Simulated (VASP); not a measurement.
# Si2WC3 (P4mm) in VASP: a series of runs

Runs on Si2WC3. Level: PBE. Tasks: single point.

Everything below comes from runs of VASP 6.6.1. Logs are shortened: lines on timing, memory, paths and dates and some standing lists are left out, and cuts for length are marked.

## 1. The cell of the first run

The structure is tetragonal, space group P4mm (No. 99). The conventional cell has a = 3.819 Å, b = 3.819 Å, c = 6.333 Å, α = 90.00°, β = 90.00°, γ = 90.00°. Si (site symmetry 4mm) has 4 C at 1.97 Å within 2.6 Å. Si (site symmetry 4mm) has 1 C at 1.73 Å within 2.3 Å. W (site symmetry 4mm) has 5 C at 2.11 to 2.13 Å and 1 Si at 2.46 Å within 2.8 Å. Within 2.8 Å of C (site symmetry 2mm) lie 2 Si at 1.97 Å and 2 W at 2.11 Å and 6 C at 2.27 to 2.70 Å. Within 2.3 Å of C (site symmetry 4mm) lie 1 Si at 1.73 Å and 1 W at 2.13 Å and 4 C at 2.27 Å.

The cell was generated, and may not be a known phase.

## 2. Single point, PBE

Input file INCAR:

```
PREC = Accurate ; ENCUT = 600
EDIFF = 1E-6 ; ISMEAR = 0
SIGMA = 0.2 ; LREAL = False
LASPH = True ; NELM = 120
ALGO = Normal ; ISIF = 2
LWAVE = False ; LCHARG = False
GGA = PE ; NBANDS = 26
GGA_COMPAT = False
```

Input file KPOINTS:

```
Automatic mesh
0
Gamma
  4 4 3
```

Input file POSCAR:

```
Si2WC3
1.0
    3.8186023488      0.0000000000      0.0000000000
    0.0000000000      3.8186023488      0.0000000000
    0.0000000000      0.0000000000      6.3325698985
Si W C
2 1 3
Direct
    0.0000000000      0.0000000000      0.2448982710
    0.5000000000      0.5000000000      0.8524875589
    0.5000000000      0.5000000000      0.4633315659
    0.5000000000      0.0000000000      0.3210137933
    0.0000000000      0.5000000000      0.3210137933
    0.5000000000      0.5000000000      0.1263287776
```

Potentials or basis: VASP PAW PBE potentials, release 64 (Si, W_sv, C).

Launch:

```sh
cat potpaw_PBE.64/Si/POTCAR potpaw_PBE.64/W_sv/POTCAR potpaw_PBE.64/C/POTCAR > POTCAR
mpirun -np 1 vasp_std > vasp.out
```

OUTCAR:

```text
PREC = Accurate
   ENCUT = 600
   EDIFF = 1E-6
   ISMEAR = 0
   LREAL = False
   LASPH = True
   NELM = 120
   ISIF = 2
   GGA = PE

 ion  position               nearest neighbor table
   1  0.000  0.000  0.245-   4 1.97   5 1.97   5 1.97   4 1.97   3 3.03   3 3.03   3 3.03   3 3.03

   2  0.500  0.500  0.852-   6 1.73   3 2.46
   3  0.500  0.500  0.463-   4 2.11   5 2.11   4 2.11   5 2.11   6 2.13   2 2.46   1 3.03   1 3.03
                             1 3.03   1 3.03
   4  0.500  0.000  0.321-   1 1.97   1 1.97   3 2.11   3 2.11
   5  0.000  0.500  0.321-   1 1.97   1 1.97   3 2.11   3 2.11
   6  0.500  0.500  0.126-   2 1.73   3 2.13

  LATTYP: Found a simple tetragonal cell.
 ALAT       =     3.8186023488
 C/A-ratio  =     1.6583475628

  Lattice vectors:

 A1 = (   3.8186023488,   0.0000000000,   0.0000000000)
 A2 = (   0.0000000000,   3.8186023488,   0.0000000000)
 A3 = (   0.0000000000,   0.0000000000,   6.3325698985)

Analysis of symmetry for initial positions (statically):
=====================================================================
 Subroutine PRICEL returns:
 Original cell was already a primitive cell.

 Routine SETGRP: Setting up the symmetry group for a
 simple tetragonal supercell.

 Subroutine GETGRP returns: Found  8 space group operations
 (whereof  8 operations were pure point group operations)
 out of a pool of 16 trial point group operations.

The static configuration has the point symmetry C_4v.

Analysis of symmetry for dynamics (positions and initial velocities):
=====================================================================
 Subroutine PRICEL returns:
 Original cell was already a primitive cell.

 Routine SETGRP: Setting up the symmetry group for a
 simple tetragonal supercell.

 Subroutine GETGRP returns: Found  8 space group operations
 (whereof  8 operations were pure point group operations)
 out of a pool of 16 trial point group operations.

The dynamic configuration has the point symmetry C_4v.

 Subroutine INISYM returns: Found  8 space group operations
 (whereof  8 operations are pure point group operations),
 and found     1 'primitive' translations

----------------------------------------------------------------------------------------

                                     Primitive cell

  volume of cell :      92.3398

  direct lattice vectors                    reciprocal lattice vectors
     3.818602349  0.000000000  0.000000000     0.261875919  0.000000000  0.000000000
     0.000000000  3.818602349  0.000000000     0.000000000  0.261875919  0.000000000
     0.000000000  0.000000000  6.332569899     0.000000000  0.000000000  0.157913772

  length of vectors
     3.818602349  3.818602349  6.332569899     0.261875919  0.261875919  0.157913772

  position of ions in fractional coordinates (direct lattice)
     0.000000000  0.000000000  0.244898271
     0.500000000  0.500000000  0.852487559
     0.500000000  0.500000000  0.463331566
     0.500000000  0.000000000  0.321013793
     0.000000000  0.500000000  0.321013793
     0.500000000  0.500000000  0.126328778

  ion indices of the primitive-cell ions
   primitive index   ion index
                 1           1
                 2           2
                 3           3
                 4           4
                 5           5
                 6           6

----------------------------------------------------------------------------------------

 KPOINTS: Automatic mesh

Automatic generation of k-mesh.
 Grid dimensions read from file:
 generate k-points for:    4    4    3

 Generating k-lattice:

  Cartesian coordinates                     Fractional coordinates (reciprocal lattice)
     0.065468980  0.000000000  0.000000000     0.250000000  0.000000000  0.000000000
     0.000000000  0.065468980  0.000000000     0.000000000  0.250000000  0.000000000
     0.000000000  0.000000000  0.052637924     0.000000000  0.000000000  0.333333333

  Length of vectors
     0.065468980  0.065468980  0.052637924

  Shift w.r.t. Gamma in fractional coordinates (k-lattice)
     0.000000000  0.000000000  0.000000000

 Subroutine IBZKPT returns following result:
 ===========================================

 Found     12 irreducible k-points:

 Following reciprocal coordinates:
            Coordinates               Weight
  0.000000  0.000000  0.000000      1.000000
  0.250000  0.000000  0.000000      4.000000
  0.500000  0.000000  0.000000      2.000000
  0.250000  0.250000  0.000000      4.000000
  0.500000  0.250000  0.000000      4.000000
  0.500000  0.500000  0.000000      1.000000
  0.000000  0.000000  0.333333      2.000000
  0.250000  0.000000  0.333333      8.000000
  0.500000  0.000000  0.333333      4.000000
  0.250000  0.250000  0.333333      8.000000
  0.500000  0.250000  0.333333      8.000000
  0.500000  0.500000  0.333333      2.000000
   k-points           NKPTS =     12   k-points in BZ     NKDIM =     12   number of bands    NBANDS=     26
   number of dos      NEDOS =    301   number of ions     NIONS =      6
   total plane-waves  NPLWV =  55296
   dimension x,y,z NGX =    32 NGY =   32 NGZ =   54
   dimension x,y,z NGXF=    64 NGYF=   64 NGZF=  108
   ions per type =               2   1   3
   NGX,Y,Z   is equivalent  to a cutoff of  13.93, 13.93, 14.18 a.u.
   NGXF,Y,Z  is equivalent  to a cutoff of  27.86, 27.86, 28.35 a.u.
 SYSTEM =  unknown system
   PREC   = accura    normal or accurate (medium, high low for compatibility)
   ISTART =      0    job   : 0-new  1-cont  2-samecut
   ICHARG =      2    charge: 1-file 2-atom 10-const
   ISPIN  =      1    spin polarized calculation?
   LNONCOLLINEAR =      F non collinear calculations
   LSORBIT =      F    spin-orbit coupling
   LASPH  =      T    aspherical Exc in radial PAW
   ENCUT  =  600.0 eV  44.10 Ry    6.64 a.u.   7.63  7.63 12.65*2*pi/ulx,y,z
   NELM   =    120;   NELMIN=  2; NELMDL= -5     # of ELM steps
   EDIFF  = 0.1E-05   stopping-criterion for ELM
   LREAL  =      F    real-space projection
   EDIFFG = 0.1E-04   stopping-criterion for IOM
   NSW    =      0    number of steps for IOM
   IBRION =     -1    ionic relax: 0-MD 1-quasi-New 2-CG
   NFREE  =      0    steps in history (QN), initial steepest desc. (CG)
   ISIF   =      2    stress and relaxation
   ISYM   =      2    0-nonsym 1-usesym 2-fastsym
   POTIM  = 0.5000    time-step for ionic-motion
   TEBEG  =    0.0;   TEEND  =   0.0 temperature during run
   PSTRESS=    0.0 pullay stress
   NELECT =      34.0000    total number of electrons
   NUPDOWN=      -1.0000    fix difference up-down
   EMIN   =  10.00;   EMAX   =-10.00  energy-range for DOS
   EFERMI =   0.00;   METHOD = LEGACY
   ISMEAR =     0;   SIGMA  =   0.20  broadening in eV -4-tet -1-fermi 0-gaus
   EFERMI_NEDOS =   21; number of points for ismear=-14 and -15
   IALGO  =     38    algorithm
   IMIX   =      4    mixing-type and parameters
     AMIX     =   0.40;   BMIX     =  1.00
     AMIX_MAG =   1.60;   BMIX_MAG =  1.00
  volume/ion in A,a.u.               =      15.39       103.86
  Fermi-wavevector in a.u.,A,eV,Ry     =   1.173379  2.217364 18.732739  1.376817
  Thomas-Fermi vector in A             =   2.309793
   LORBIT       =      0    0 simple, 1 ext, 2 COOP (PROOUT), +10 PAW based schemes
   GGA     = PE    functional components
   LHFCALC =     F    Hartree Fock is set to
   AEXX    =    0.0000 exact exchange contribution
   IVDW    =     0    specifies the selected vdW correction
   LEPSILON=     F    determine dielectric tensor
   LRPA    =     F    only Hartree local field effects (RPA)
 non-spin polarized calculation
 Gauss-broadening in eV      SIGMA  =   0.20
  energy-cutoff  :      600.00
  volume of cell :       92.34
 maximum number of plane-waves:      3097
 NGX is ok and might be reduce to    32
   NGX = 15   NGY = 15   NGZ = 25

 number of electron      33.9999999 magnetization

 Free energy of the ion-electron system (eV)
  ---------------------------------------------------
  ext. energy  EPLUGINS =         0.00000000
  ---------------------------------------------------
  free energy    TOTEN  =       -41.63360846 eV

  energy without entropy =      -41.55552166  energy(sigma->0) =      -41.59456506

 E-fermi :   5.1885     XC(G=0): -10.0439

 val. band max:        5.1689546098   @ k =   0.2500   0.0000   0.3333
 cond. band min:       5.2053778834   @ k =   0.5000   0.2500   0.3333
 fundamental gap:      0.0364232736
 Fermi energy:         5.1884574204

 k-point     1 :       0.0000    0.0000    0.0000
  band No.  band energies     occupation
      1     -69.1888      2.00000
      2     -33.4593      2.00000
      3     -33.4593      2.00000
      4     -33.4357      2.00000
      5      -9.8146      2.00000
      6      -5.7033      2.00000
[... 18 lines left out ...]
     25      10.5445      0.00000
     26      10.9341      0.00000

 k-point     2 :       0.2500    0.0000    0.0000
  band No.  band energies     occupation
      1     -69.1885      2.00000
      2     -33.4782      2.00000
      3     -33.4579      2.00000
      4     -33.4346      2.00000
      5      -9.2892      2.00000
      6      -5.9984      2.00000
[... 18 lines left out ...]
     25      10.6055      0.00000
     26      10.8937      0.00000

 k-point     3 :       0.5000    0.0000    0.0000
  band No.  band energies     occupation
      1     -69.1882      2.00000
      2     -33.4969      2.00000
      3     -33.4565      2.00000
      4     -33.4335      2.00000
      5      -8.0386      2.00000
      6      -7.5967      2.00000
[... 18 lines left out ...]
     25      11.1479      0.00000
     26      11.6673      0.00000

 k-point     4 :       0.2500    0.2500    0.0000
  band No.  band energies     occupation
      1     -69.1882      2.00000
      2     -33.4769      2.00000
      3     -33.4764      2.00000
      4     -33.4334      2.00000
      5      -8.7766      2.00000
      6      -5.7560      2.00000
[... 18 lines left out ...]
     25      10.5884      0.00000
     26      11.5777      0.00000

 k-point     5 :       0.5000    0.2500    0.0000
  band No.  band energies     occupation
      1     -69.1880      2.00000
      2     -33.4952      2.00000
      3     -33.4751      2.00000
      4     -33.4324      2.00000
      5      -7.5665      2.00000
      6      -7.1404      2.00000
[... 18 lines left out ...]
     25      11.0652      0.00000
     26      11.6964      0.00000

 k-point     6 :       0.5000    0.5000    0.0000
  band No.  band energies     occupation
      1     -69.1877      2.00000
      2     -33.4935      2.00000
      3     -33.4935      2.00000
      4     -33.4314      2.00000
      5      -6.5338      2.00000
      6      -6.2133      2.00000
[... 18 lines left out ...]
     25      11.5004      0.00000
     26      11.8361      0.00000

 k-point     7 :       0.0000    0.0000    0.3333
  band No.  band energies     occupation
      1     -69.1888      2.00000
      2     -33.4593      2.00000
      3     -33.4593      2.00000
      4     -33.4358      2.00000
      5      -9.7794      2.00000
      6      -5.7724      2.00000
[... 18 lines left out ...]
     25      11.1789      0.00000
     26      11.4952      0.00000

 k-point     8 :       0.2500    0.0000    0.3333
  band No.  band energies     occupation
      1     -69.1885      2.00000
      2     -33.4782      2.00000
      3     -33.4579      2.00000
      4     -33.4346      2.00000
      5      -9.2531      2.00000
      6      -5.9723      2.00000
[... 18 lines left out ...]
     25      11.1292      0.00000
     26      11.2710      0.00000

 k-point     9 :       0.5000    0.0000    0.3333
  band No.  band energies     occupation
      1     -69.1882      2.00000
      2     -33.4969      2.00000
      3     -33.4565      2.00000
      4     -33.4335      2.00000
      5      -7.9708      2.00000
      6      -7.5963      2.00000
[... 18 lines left out ...]
     25      11.4302      0.00000
     26      11.8274      0.00000

 k-point    10 :       0.2500    0.2500    0.3333
  band No.  band energies     occupation
      1     -69.1882      2.00000
      2     -33.4769      2.00000
      3     -33.4764      2.00000
      4     -33.4335      2.00000
      5      -8.7397      2.00000
      6      -5.7237      2.00000
[... 18 lines left out ...]
     25      10.4071      0.00000
     26      11.7442      0.00000

 k-point    11 :       0.5000    0.2500    0.3333
  band No.  band energies     occupation
      1     -69.1880      2.00000
      2     -33.4952      2.00000
      3     -33.4751      2.00000
      4     -33.4325      2.00000
      5      -7.4976      2.00000
      6      -7.1401      2.00000
[... 18 lines left out ...]
     25      11.0623      0.00000
     26      12.2139      0.00000

 k-point    12 :       0.5000    0.5000    0.3333
  band No.  band energies     occupation
      1     -69.1877      2.00000
      2     -33.4935      2.00000
      3     -33.4935      2.00000
      4     -33.4315      2.00000
      5      -6.4128      2.00000
      6      -6.2142      2.00000
[... 18 lines left out ...]
     25      10.5789      0.00000
     26      12.2084      0.00000

------------------------ aborting loop because EDIFF is reached ----------------------------------------

  FORCE on cell =-STRESS in cart. coord.  units (eV):
  Direction    XX          YY          ZZ          XY          YZ          ZX
  --------------------------------------------------------------------------------------
  -------------------------------------------------------------------------------------
  Total        0.0241169      0.0241169      0.2478753      0.0000000      0.0000000      0.0000000
  in kB        0.4184496      0.4184496      4.3008563      0.0000000      0.0000000      0.0000000
  external PRESSURE =       1.7125852 kB  Pullay stress =       0.0000000 kB

 VOLUME and BASIS-vectors are now :
 -----------------------------------------------------------------------------
  energy-cutoff  :      600.00
  volume of cell :       92.34
      direct lattice vectors                 reciprocal lattice vectors
     3.818602349  0.000000000  0.000000000     0.261875919  0.000000000  0.000000000
     0.000000000  3.818602349  0.000000000     0.000000000  0.261875919  0.000000000
     0.000000000  0.000000000  6.332569899     0.000000000  0.000000000  0.157913772

 POSITION                                       TOTAL-FORCE (eV/Angst)
 -----------------------------------------------------------------------------------
      0.00000      0.00000      1.55084        -0.000000     -0.000000      0.001471
      1.90930      1.90930      5.39844        -0.000000     -0.000000      0.006788
      1.90930      1.90930      2.93408         0.000000      0.000000      0.048631
      1.90930      0.00000      2.03284        -0.000000     -0.000000     -0.038316
      0.00000      1.90930      2.03284        -0.000000     -0.000000     -0.038316
      1.90930      1.90930      0.79999        -0.000000     -0.000000      0.019742
 -----------------------------------------------------------------------------------
    total drift:                                0.000000     -0.000000      0.000198

  FREE ENERGIE OF THE ION-ELECTRON SYSTEM (eV)
  ---------------------------------------------------
  free  energy   TOTEN  =       -41.6336084616 eV

  energy  without entropy=      -41.5555216635  energy(sigma->0) =      -41.59456506
```

It took 29 s on 1 thread of Intel Xeon Platinum 8375C at 2.90GHz (Ice Lake), shared host; peak memory 0.24 GiB.

Results:

```
Free energy            : -41.6336 eV
Pressure               : 0.2 GPa
Largest force          : 0.049 eV/Å
Band gap on the k mesh : zero (bands 17 and 18 overlap by 0.36 eV)
```

Forces in eV/Å, atoms in the order of the input:
```
Si   0.000  0.000  0.001
Si   0.000  0.000  0.007
W    0.000  0.000  0.049
C    0.000  0.000 -0.038
C    0.000  0.000 -0.038
C    0.000  0.000  0.020
```

Levels at points of the mesh, in eV from the Fermi level:
| k point | band 14 | band 15 | band 16 | band 17 | band 18 | band 19 | band 20 | band 21 |
| --- | --- | --- | --- | --- | --- | --- | --- | --- |
| (0.00, 0.00, 0.00) | -1.96 | -1.96 | -0.60 | -0.60 | -0.22 | 2.00 | 2.36 | 3.42 |
| (0.50, 0.00, 0.00) | -2.79 | -2.41 | -1.98 | -0.30 | 0.90 | 1.33 | 2.50 | 3.63 |
| (0.50, 0.50, 0.00) | -2.34 | -1.76 | -1.76 | -1.64 | 0.42 | 1.33 | 1.33 | 2.01 |

Caveat: the k points lie up to 0.41 Å⁻¹ apart; spin-orbit coupling is left out, which moves the levels of the heavy elements.

(Part 1 of 2 ends here.)

The gap in the log of VASP goes by the Fermi energy; the results here count the filled bands.